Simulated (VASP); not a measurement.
Here is a VASP 6.6.1 calculation.

Contents of INCAR:

```
SYSTEM = Ca
  PREC = Accurate
  ENCUT = 520
  EDIFF = 1E-6
  ISMEAR = 0
  SIGMA = 0.1
  LREAL = .FALSE.
  LASPH = .TRUE.
  NELM = 100
  ALGO = Normal
  ISIF = 2
  LWAVE = .FALSE.
  LCHARG = .FALSE.
  GGA = PE
  NBANDS = 11
```

KPOINTS

```
regular mesh
0
G
  14 14 14
  0 0 0
```

File POSCAR:

```
Ca
1.0
    0.0000000000      2.8402763580      2.8402763580
    2.8402763580      0.0000000000      2.8402763580
    2.8402763580      2.8402763580      0.0000000000
Ca
1
Direct
    0.0000000000      0.0000000000      0.0000000000
```

Potentials or basis: VASP PAW PBE potentials, release 64 (Ca_sv).

The run is started by

```bash
$ cat potpaw_PBE.64/Ca_sv/POTCAR > POTCAR
$ mpirun -np 1 vasp_std > vasp.out
```

Q: Predict the pressure.

A: -1.3 GPa.

Q: Estimate the band gap on the k mesh.

A: Zero (band 5 reaches 1.84 eV, above the bottom of band 6 at 1.43 eV).

Caveat: the cell differs from its parent crystal (strained).
